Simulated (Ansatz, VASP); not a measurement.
**One calculation of BaTiO3, two programs**

The input INCAR:

```
SYSTEM = BaTiO3
PREC     = Accurate       ! precision mode
ENCUT    = 520            ! plane-wave cutoff, eV
EDIFF    = 1E-6           ! SCF threshold, eV
ISMEAR   = 0              ! smearing method
SIGMA    = 0.05           ! smearing width, eV
LREAL    = .FALSE.        ! projectors in reciprocal space
LASPH    = .TRUE.         ! aspherical terms in the spheres
NELM     = 100            ! most SCF steps
ALGO     = Normal         ! electronic algorithm
ISIF     = 2              ! what is computed and relaxed
LWAVE    = .FALSE.        ! write WAVECAR
LCHARG   = .FALSE.        ! write CHGCAR
GGA      = PE             ! functional
NBANDS   = 28             ! bands
```

The input KPOINTS:

```
regular mesh
0
G
  8 8 8
  0 0 0
```

File POSCAR:

```
BaTiO3
1.0
    3.6976933126      0.0000000000      0.0000000000
    0.0000000000      3.6976933126      0.0000000000
    0.0000000000      0.0000000000      4.3408238260
Ba Ti O
1 1 3
Direct
    0.0000000000      0.0000000000      0.0000000000
    0.5000000000      0.5000000000      0.5000000000
    0.5000000000      0.5000000000      0.0000000000
    0.5000000000      0.0000000000      0.5000000000
    0.0000000000      0.5000000000      0.5000000000
```

Input for Ansatz:

```yaml
crystal:
  lattice:
    - [3.6976933126, 0.0, 0.0]
    - [0.0, 3.6976933126, 0.0]
    - [0.0, 0.0, 4.340823826]
  atoms:
    - { symbol: Ba, position: [0.0, 0.0, 0.0] }
    - { symbol: Ti, position: [0.5, 0.5, 0.5] }
    - { symbol: O, position: [0.5, 0.5, 0.0] }
    - { symbol: O, position: [0.5, 0.0, 0.5] }
    - { symbol: O, position: [0.0, 0.5, 0.5] }
basis:
  ecutwfc: 420
kpoints:
  mp_grid: { grid: [8, 8, 8] }
hamiltonian:
  xc: pbe
scf:
  occupations: { method: gaussian, width: 0.05 }
output:
  forces: true
  stress: true
  eigenvalues: true
```

Change from the starting cell: strain -0.080 along x and y, +0.080 along z, atoms carried along.

Alike in both runs: task single point; functional PBE; k mesh 8 × 8 × 8; occupations gaussian, width 0.05 eV; no spin polarisation.

|  | VASP | Ansatz |
| --- | --- | --- |
| version | VASP 6.6.1 | Ansatz 0.2.0 |
| potentials or method | VASP PAW PBE potentials, release 64 (Ba_sv, Ti_sv, O), cutoff 520 eV | scalar-relativistic, plane waves, PAW |
| valence electrons in the cell | 40 | 40 |

Ansatz gave:

| Item | Value |
| --- | --- |
| gap on the k mesh at the Fermi level (eV) | 1.62 |
| least direct gap on the mesh (eV) | 1.83 |
| pressure (GPa) | 25.5 |
| traceless stress, the component that is largest in VASP (GPa) | -26.72 |

Which values does VASP return?

gap on the k mesh at the Fermi level (eV): 1.56; least direct gap on the mesh (eV): 1.77; pressure (GPa): 28.1; traceless stress, the component that is largest in VASP (GPa): -27.80.

Neither program's run includes spin-orbit coupling.
